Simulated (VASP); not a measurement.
Here is a VASP 6.6.1 calculation.

Contents of INCAR:

```
SYSTEM = ZrIn
ALGO = Normal
EDIFF = 1E-6
ENCUT = 520
ISIF = 2
ISMEAR = -1
ISPIN = 2
LASPH = .True.
LCHARG = .False.
LMAXMIX = 4
LORBIT = 11
LREAL = .False.
LWAVE = .False.
MAGMOM = 1.4 0
NBANDS = 24
NELM = 150
NUPDOWN = 1.4
PREC = Accurate
SIGMA = 0.05
```

File KPOINTS:

```
k-points
0
Gamma
  12 12 9
  0 0 0
```

The input POSCAR:

```
ZrIn
1.0
    3.1406491600      0.0000000000      0.0000000000
    0.0000000000      3.1406491600      0.0000000000
    0.0000000000      0.0000000000      4.4541007200
Zr In
1 1
Direct
    0.0000000000      0.0000000000      0.0000000000
    0.5000000000      0.5000000000      0.5000000000
```

Potentials or basis: VASP PAW LDA potentials, release 64 (Zr_sv, In_d).

Command:

```console
$ cat potpaw_LDA.64/Zr_sv/POTCAR potpaw_LDA.64/In_d/POTCAR > POTCAR
$ mpirun -np 1 vasp_std > vasp.out
```

Q: Estimate the pressure.

A: -2.9 GPa.

Stress tensor (GPa, compression positive):
```
-2.70  0.00  0.00
 0.00 -2.70  0.00
 0.00  0.00 -3.40
```

Caveat: the total moment is fixed, so each spin has its own Fermi level and the state may be an excited one.
